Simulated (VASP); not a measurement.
CaSe:

```
Ca Se
1.0
     5.02985    0.00000    0.00000
    -2.51493    4.35598    0.00000
     0.00000    0.00000    5.89475
Ca Se
2 2
Direct
  0.33333 0.66667 0.25000
  0.66667 0.33333 0.75000
  0.66667 0.33333 0.25000
  0.33333 0.66667 0.75000
```

* Program: VASP 6.6.1
* Task: relaxation of cell and atoms
* Functional: PBEsol
* Potentials or basis: VASP PAW PBE potentials, release 64 (Ca_sv, Se)
* Cutoff: 600 eV
* k mesh: 6 × 6 × 4
* Occupations: fermi-dirac, width 0.02 eV
* Spin: no spin polarisation

At the start: pressure -1.4 GPa; volume 32.29 Å³/atom.

**Question.** How do energy, volume and symmetry change on relaxing?

**Answer.** Over 8 steps the energy falls by 5.5 meV/atom and the volume is 31.10 Å³/atom (-3.7 %); space group P6_3/mmc (No. 194, to 0.1 Å) before and after.

Step by step:
| step | energy change (eV) | largest force (eV/Å) | pressure (GPa) | volume (Å³) |
| --- | --- | --- | --- | --- |
| 1 | 0.0000 | 0.0000 | -1.41 | 129.15 |
| 2 | -0.0216 | 0.0000 | 0.17 | 123.90 |
| 3 | -0.0219 | 0.0000 | -0.01 | 124.43 |
| 4 | -0.0218 | 0.0000 | 0.02 | 124.34 |
| 5 | -0.0219 | 0.0000 | 0.03 | 124.29 |
| 6 | -0.0219 | 0.0000 | 0.03 | 124.28 |
| 7 | -0.0219 | 0.0000 | 0.03 | 124.28 |
| 8 | -0.0219 | 0.0000 | -0.01 | 124.40 |

Final structure:
```xyz
4
Lattice="4.9696 0.0000 0.0000 -2.4848 4.3038 0.0000 0.0000 0.0000 5.8160" Properties=species:S:1:pos:R:3 pbc="T T T"
Ca    0.0000    2.8692    1.4540
Ca    2.4848    1.4346    4.3620
Se    2.4848    1.4346    1.4540
Se    0.0000    2.8692    4.3620
```

Caveat: the PAW data sets were made with another functional, which shifts forces and pressure a little.
